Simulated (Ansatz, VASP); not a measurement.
## In3As in VASP and in Ansatz

```
In As
1.0
     4.57825    0.00000    0.00000
     0.00000    4.57825    0.00000
     0.00000    0.00000    4.67168
In As
3 1
Direct
  0.50000 0.50000 0.00000
  0.50000 0.00000 0.50000
  0.00000 0.50000 0.50000
  0.00000 0.00000 0.00000
```

Alike in both runs: functional PBE; k mesh 5 × 5 × 5; occupations fermi-dirac, width 0.05 eV; no spin polarisation.

|  | VASP | Ansatz |
| --- | --- | --- |
| version | VASP 6.6.1 | Ansatz 0.2.0 |
| potentials or method | VASP PAW PBE potentials, release 64 (In_d, As) | Ansatz PAW |
| plane-wave cutoff (eV) | 520 | 420 |
| valence electrons in the cell | 44 | 54 |
| task | single point | band structure |

```tsv
	VASP	Ansatz	Ansatz less VASP
gap on the k mesh at the Fermi level (eV)	none	none	-
pressure (GPa)	2.8	2.8	+0.02
traceless stress, the component that is largest in VASP (GPa)	0.29	0.28	-0.007
```

A gap of «none» marks a metal or a gap that the smearing closes. VASP's potentials hold 44 valence electrons a cell and Ansatz's 54, so a difference there can come from the potentials and not from the codes.
